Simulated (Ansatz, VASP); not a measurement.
**One calculation of MgO, two programs**

```xyz
4
Lattice="0.0000 -2.1351 -2.1351 0.0000 2.1351 -2.1351 4.2703 0.0000 0.0000" Properties=species:S:1:pos:R:3 pbc="T T T"
Mg    2.1262    0.0000   -2.1351
Mg    0.0090    0.0000    0.0000
O    -0.0750    0.0000   -2.1351
O     2.2102    0.0000    0.0000
```

Change from the starting cell: mode 12 (519.3 1/cm) frozen in, largest displacement +0.075 Å.

Alike in both runs: task single point; functional PBE; k mesh 8 × 8 × 6; occupations gaussian, width 0.05 eV; no spin polarisation.

|  | VASP | Ansatz |
| --- | --- | --- |
| version | VASP 6.6.1 | Ansatz 0.2.0 |
| potentials or method | VASP PAW PBE potentials, release 64 (Mg, O), cutoff 520 eV | scalar-relativistic, plane waves, PAW |
| valence electrons in the cell | 16 | 32 |

VASP gave:

| Property | Result |
| --- | --- |
| gap on the k mesh at the Fermi level (eV) | 4.24 |
| least direct gap on the mesh (eV) | 4.24 |
| pressure (GPa) | -1.9 |
| traceless stress, the component that is largest in VASP (GPa) | 0.41 |
| rms of the force components (eV/Å) | 0.504 |

**Question.** Estimate Ansatz's values.

**Answer.** gap on the k mesh at the Fermi level (eV): 4.26; least direct gap on the mesh (eV): 4.26; pressure (GPa): -1.1; traceless stress, the component that is largest in VASP (GPa): 0.41; rms of the force components (eV/Å): 0.497.

Atom by atom the forces differ by 0.006 eV/Å (rms over components). With one functional, cell and mesh, what is left measures potentials, basis and numerics. VASP's potentials hold 16 valence electrons a cell and Ansatz's 32, so a difference there can come from the potentials and not from the codes.
